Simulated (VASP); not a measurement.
Runs of VASP 6.6.1 on NaH. The structure is that of space group Fm-3m (No. 225), or close to it. The cells are those of the table. 

```csv
level,cell,k mesh,smearing,gap on the mesh (eV),pressure (GPa)
PBE,"a = 3.306 Å, angles 60.0°, 2 atoms",6 × 6 × 6,gaussian 0.01 eV,3.98,2.7
PBE,"a = 3.391 Å, angles 60.0°, 2 atoms",6 × 6 × 6,gaussian 0.01 eV,3.85,0.5
PBE,"a = 3.391 Å, angles 60.0°, 2 atoms",10 × 10 × 10,fermi-dirac 0.02 eV,3.82,0.5
r2SCAN,"a = 3.306 Å, angles 60.0°, 2 atoms",10 × 10 × 10,gaussian 0.01 eV,4.57,1.9
PBE,"a = 3.436 Å, angles 59.1°, 2 atoms",10 × 10 × 10,fermi-dirac 0.02 eV,3.66,0.0
PBE,"a = 3.391, b = 3.357, c = 3.357 Å, angles 60.7, 59.7, 59.7°, 2 atoms",6 × 6 × 6,gaussian 0.01 eV,3.85,(d)
PBE,"a = 3.391, b = 3.391, c = 3.458 Å, angles 59.3, 59.3, 58.7°, 2 atoms",6 × 6 × 6,gaussian 0.01 eV,(c),0.5
PBE,"a = 3.436 Å, angles 59.1°, 2 atoms",6 × 6 × 6,gaussian 0.01 eV,3.69,0.0
r2SCAN,"a = 3.391, b = 3.357, c = 3.357 Å, angles 60.7, 59.7, 59.7°, 2 atoms",10 × 10 × 10,gaussian 0.01 eV,4.44,(a)
PBE,"a = 3.306 Å, angles 60.0°, 2 atoms",10 × 10 × 10,fermi-dirac 0.02 eV,(b),2.7
PBE,"a = 3.386 Å, angles 59.4°, 2 atoms",6 × 6 × 6,gaussian 0.01 eV,3.80,1.0
PBE,"a = 3.386 Å, angles 59.4°, 2 atoms",10 × 10 × 10,fermi-dirac 0.02 eV,3.77,1.0
```

Alike in all rows: task single point; potentials or basis VASP PAW PBE potentials, release 64 (Na_pv, H); no spin polarisation; cutoff (eV) 520.

Problem. Estimate the missing entries.

Solution. (a) 0.3; (b) 3.95; (c) 3.72; (d) 1.1.

Caveats: the PAW data sets were made with another functional, which shifts forces and pressure a little (at least some runs).

A k mesh can miss the band edges.
